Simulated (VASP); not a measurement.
# MgO (P6_3/mmc) in VASP: single point with LDA

Aim: the single point of MgO with LDA.

All numbers are computed with VASP 6.6.1; they aren't measurements. Logs are shortened: lines on timing, memory, paths and dates and some standing lists are left out, and cuts for length are marked.

## 1. The cell of the first run

The structure is hexagonal, space group P6_3/mmc (No. 194). The conventional cell has a = 3.518 Å, b = 3.518 Å, c = 4.216 Å, α = 90.00°, β = 90.00°, γ = 120.00°. Within 2.7 Å of Mg (site symmetry -6m2) lie 5 O at 2.03 to 2.11 Å. Within 2.7 Å of O (site symmetry -6m2) lie 5 Mg at 2.03 to 2.11 Å.

## 2. Single point, LDA (strained)

File INCAR:

```
SYSTEM = MgO
PREC = Accurate
ENCUT = 750
EDIFF = 1E-6
ISMEAR = 0
SIGMA = 0.02
LREAL = .False.
LASPH = .True.
NELM = 120
ALGO = Normal
ISIF = 2
LWAVE = .False.
LCHARG = .True.
GGA = CA
LELF = .True.
LVHAR = .True.
NBANDS = 24
GGA_COMPAT = .False.
```

File KPOINTS:

```
Automatic mesh
0
Gamma
  9 9 6
  0 0 0
```

File POSCAR:

```
MgO
1.0
    3.5182084926      0.0000000000      0.0000000000
   -1.7591042463      3.0468579304      0.0000000000
    0.0000000000      0.0000000000      4.2161867363
Mg O
2 2
Direct
    0.6666666700      0.3333333300      0.7500000000
    0.3333333300      0.6666666700      0.2500000000
    0.6666666700      0.3333333300      0.2500000000
    0.3333333300      0.6666666700      0.7500000000
```

Potentials or basis: VASP PAW LDA potentials, release 64 (Mg_sv, O).

Launch:

```
$ cat potpaw_LDA.64/Mg_sv/POTCAR potpaw_LDA.64/O/POTCAR > POTCAR
$ mpirun -np 1 vasp_std > vasp.out
```

OUTCAR:

```text
SYSTEM = MgO
   PREC = Accurate
   ENCUT = 750
   EDIFF = 1E-6
   ISMEAR = 0
   LREAL = .False.
   LASPH = .True.
   NELM = 120
   ISIF = 2
   GGA = CA

 ion  position               nearest neighbor table
   1  0.667  0.333  0.750-   4 2.03   4 2.03   4 2.03   3 2.11   3 2.11
   2  0.333  0.667  0.250-   3 2.03   3 2.03   3 2.03   4 2.11   4 2.11
   3  0.667  0.333  0.250-   2 2.03   2 2.03   2 2.03   1 2.11   1 2.11
   4  0.333  0.667  0.750-   1 2.03   1 2.03   1 2.03   2 2.11   2 2.11

  LATTYP: Found a hexagonal cell.
 ALAT       =     3.5182084926
 C/A-ratio  =     1.1983902447

  Lattice vectors:

 A1 = (   3.5182084926,   0.0000000000,   0.0000000000)
 A2 = (  -1.7591042463,   3.0468579304,   0.0000000000)
 A3 = (   0.0000000000,   0.0000000000,   4.2161867363)

Analysis of symmetry for initial positions (statically):
=====================================================================
 Subroutine PRICEL returns:
 Original cell was already a primitive cell.

 Routine SETGRP: Setting up the symmetry group for a
 hexagonal supercell.

 Subroutine GETGRP returns: Found 24 space group operations
 (whereof 12 operations were pure point group operations)
 out of a pool of 24 trial point group operations.

The static configuration has the point symmetry D_3d.
 The point group associated with its full space group is D_6h.

Analysis of symmetry for dynamics (positions and initial velocities):
=====================================================================
 Subroutine PRICEL returns:
 Original cell was already a primitive cell.

 Routine SETGRP: Setting up the symmetry group for a
 hexagonal supercell.

 Subroutine GETGRP returns: Found 24 space group operations
 (whereof 12 operations were pure point group operations)
 out of a pool of 24 trial point group operations.

The dynamic configuration has the point symmetry D_3d.
 The point group associated with its full space group is D_6h.

 Subroutine INISYM returns: Found 24 space group operations
 (whereof 12 operations are pure point group operations),
 and found     1 'primitive' translations

----------------------------------------------------------------------------------------

                                     Primitive cell

  volume of cell :      45.1953

  direct lattice vectors                    reciprocal lattice vectors
     3.518208493  0.000000000  0.000000000     0.284235571  0.164103483  0.000000000
    -1.759104246  3.046857930  0.000000000     0.000000000  0.328206967  0.000000000
[... 92 lines left out ...]
   NSW    =      0    number of steps for IOM
   IBRION =     -1    ionic relax: 0-MD 1-quasi-New 2-CG
   NFREE  =      0    steps in history (QN), initial steepest desc. (CG)
   ISIF   =      2    stress and relaxation
   ISYM   =      2    0-nonsym 1-usesym 2-fastsym
   POTIM  = 0.5000    time-step for ionic-motion
   TEBEG  =    0.0;   TEEND  =   0.0 temperature during run
   PSTRESS=    0.0 pullay stress
   NELECT =      32.0000    total number of electrons
   NUPDOWN=      -1.0000    fix difference up-down
   EMIN   =  10.00;   EMAX   =-10.00  energy-range for DOS
   EFERMI =   0.00;   METHOD = LEGACY
   ISMEAR =     0;   SIGMA  =   0.02  broadening in eV -4-tet -1-fermi 0-gaus
   EFERMI_NEDOS =   21; number of points for ismear=-14 and -15
   IALGO  =     38    algorithm
   IMIX   =      4    mixing-type and parameters
     AMIX     =   0.40;   BMIX     =  1.00
     AMIX_MAG =   1.60;   BMIX_MAG =  1.00
  volume/ion in A,a.u.               =      11.30        76.25
  Fermi-wavevector in a.u.,A,eV,Ry     =   1.459129  2.757354 28.967576  2.129057
  Thomas-Fermi vector in A             =   2.575732
   LORBIT       =      0    0 simple, 1 ext, 2 COOP (PROOUT), +10 PAW based schemes
   GGA     = CA    functional components
   LHFCALC =     F    Hartree Fock is set to
   AEXX    =    0.0000 exact exchange contribution
   IVDW    =     0    specifies the selected vdW correction
   LEPSILON=     F    determine dielectric tensor
   LRPA    =     F    only Hartree local field effects (RPA)
 non-spin polarized calculation
 Gauss-broadening in eV      SIGMA  =   0.02
  energy-cutoff  :      750.00
  volume of cell :       45.20
 maximum number of plane-waves:      2122
 NGX is ok and might be reduce to    32
   NGX = 15   NGY = 15   NGZ = 19

 number of electron      31.9999981 magnetization

 Free energy of the ion-electron system (eV)
  ---------------------------------------------------
  ext. energy  EPLUGINS =         0.00000000
  ---------------------------------------------------
  free energy    TOTEN  =       -26.10807046 eV

  energy without entropy =      -26.10807046  energy(sigma->0) =      -26.10807046

 E-fermi :   1.4514     XC(G=0): -10.7598

 val. band max:        1.2524820276   @ k =   0.0000   0.0000   0.0000
 cond. band min:       4.4583360941   @ k =   0.0000   0.0000   0.0000
 fundamental gap:      3.2058540665
 Fermi energy:         1.4514171309

 k-point     1 :       0.0000    0.0000    0.0000
  band No.  band energies     occupation
      1     -70.1349      2.00000
      2     -70.1226      2.00000
      3     -37.6637      2.00000
      4     -37.6458      2.00000
      5     -37.6458      2.00000
      6     -37.6200      2.00000
[... 637 lines left out ...]
     23      14.9390      0.00000
     24      17.2065      0.00000

 [... further k-points ...]

------------------------ aborting loop because EDIFF is reached ----------------------------------------

  FORCE on cell =-STRESS in cart. coord.  units (eV):
  Direction    XX          YY          ZZ          XY          YZ          ZX
  --------------------------------------------------------------------------------------
  -------------------------------------------------------------------------------------
  Total       -2.0081808     -2.0081808     -2.1413415     -0.0000000      0.0000000      0.0000000
  in kB      -71.1901302    -71.1901302    -75.9106837     -0.0000000      0.0000000      0.0000000
  external PRESSURE =     -72.7636480 kB  Pullay stress =       0.0000000 kB

 VOLUME and BASIS-vectors are now :
 -----------------------------------------------------------------------------
  energy-cutoff  :      750.00
  volume of cell :       45.20
      direct lattice vectors                 reciprocal lattice vectors
     3.518208493  0.000000000  0.000000000     0.284235571  0.164103483  0.000000000
    -1.759104246  3.046857930  0.000000000     0.000000000  0.328206967  0.000000000
     0.000000000  0.000000000  4.216186736     0.000000000  0.000000000  0.237181146

 POSITION                                       TOTAL-FORCE (eV/Angst)
 -----------------------------------------------------------------------------------
      1.75910      1.01562      3.16214         0.000000      0.000000      0.000000
     -0.00000      2.03124      1.05405        -0.000000     -0.000000      0.000000
      1.75910      1.01562      1.05405        -0.000000      0.000000      0.000000
     -0.00000      2.03124      3.16214         0.000000     -0.000000      0.000000
 -----------------------------------------------------------------------------------
    total drift:                               -0.000005      0.000003     -0.000000

  FREE ENERGIE OF THE ION-ELECTRON SYSTEM (eV)
  ---------------------------------------------------
  free  energy   TOTEN  =       -26.1080704616 eV

  energy  without entropy=      -26.1080704616  energy(sigma->0) =      -26.10807046
```

OSZICAR:

```text
N       E                     dE             d eps       ncg     rms          rms(c)
DAV:   1     0.395177563978E+03    0.39518E+03   -0.25021E+04  2376   0.197E+03
DAV:   2     0.585127045567E+01   -0.38933E+03   -0.37392E+03  2720   0.549E+02
DAV:   3    -0.270196631073E+02   -0.32871E+02   -0.32224E+02  3784   0.125E+02
DAV:   4    -0.300184356641E+02   -0.29988E+01   -0.29895E+01  2544   0.350E+01
DAV:   5    -0.301514290399E+02   -0.13299E+00   -0.13299E+00  2736   0.553E+00    0.127E+01
DAV:   6    -0.262895161028E+02    0.38619E+01   -0.10068E+01  2552   0.205E+01    0.437E+00
DAV:   7    -0.261848375093E+02    0.10468E+00   -0.43656E-01  2744   0.476E+00    0.247E+00
DAV:   8    -0.261107328083E+02    0.74105E-01   -0.13459E-01  2672   0.291E+00    0.452E-01
DAV:   9    -0.261078336472E+02    0.28992E-02   -0.10666E-02  3232   0.698E-01    0.123E-01
DAV:  10    -0.261080838214E+02   -0.25017E-03   -0.80767E-04  2560   0.184E-01    0.286E-02
DAV:  11    -0.261080732534E+02    0.10568E-04   -0.22618E-05  2448   0.341E-02    0.171E-02
DAV:  12    -0.261080704424E+02    0.28110E-05   -0.75653E-06  2344   0.285E-02    0.196E-03
DAV:  13    -0.261080704616E+02   -0.19165E-07   -0.47619E-07  1432   0.606E-03
   1 F= -.26108070E+02 E0= -.26108070E+02  d E =-.249815E-47
```

Wall time 79 s (1 thread of Intel Xeon Platinum 8488C (Sapphire Rapids), shared host); peak memory 0.2 GiB.

What came out:

```yaml
Free_energy: -26.1081 eV
Pressure: -7.3 GPa
Band_gap_on_the_k_mesh: 3.21 eV
```

Stress tensor (GPa, compression positive):
```
-7.12  0.00  0.00
 0.00 -7.12  0.00
 0.00  0.00 -7.59
```

Caveat: the cell differs from its parent crystal (strained); the cell stands under tension.
